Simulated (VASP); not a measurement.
A run of VASP 6.6.1 is set up as follows.

INCAR

```
PREC = Accurate
ENCUT = 520
EDIFF = 1E-7
ISMEAR = 0
SIGMA = 0.01
LREAL = False
LASPH = True
NELM = 100
ALGO = Normal
ISIF = 2
LWAVE = False
LCHARG = False
NBANDS = 24
```

KPOINTS

```
Automatic mesh
0
Gamma
  4 4 4
```

Contents of POSCAR:

```
CsMgF3
1.0
    4.2523070000      0.0000000000      0.0000000000
    0.0000000000      4.2523070000      0.0000000000
    0.0000000000      0.0000000000      4.2523070000
Cs Mg F
1 1 3
Direct
    0.0000000000      0.0000000000      0.0000000000
    0.5000000000      0.5000000000      0.5000000000
    0.0000000000      0.5000000000      0.5000000000
    0.5000000000      0.0000000000      0.5000000000
    0.5000000000      0.5000000000      0.0000000000
```

Potentials or basis: VASP PAW LDA potentials, release 64 (Cs_sv, Mg, F).

Command:

```console
$ cat potpaw_LDA.64/Cs_sv/POTCAR potpaw_LDA.64/Mg/POTCAR potpaw_LDA.64/F/POTCAR > POTCAR
$ mpirun -np 1 vasp_std > vasp.out
```

**Question.** What does it give for the pressure?

**Answer.** -7.3 GPa.

**Question.** What does it give for the band gap on the k mesh?

**Answer.** 6.35 eV, direct.

Caveat: spin-orbit coupling is left out, which moves the levels of the heavy elements. LDA gaps usually lie below the measured ones, often by a third to a half.
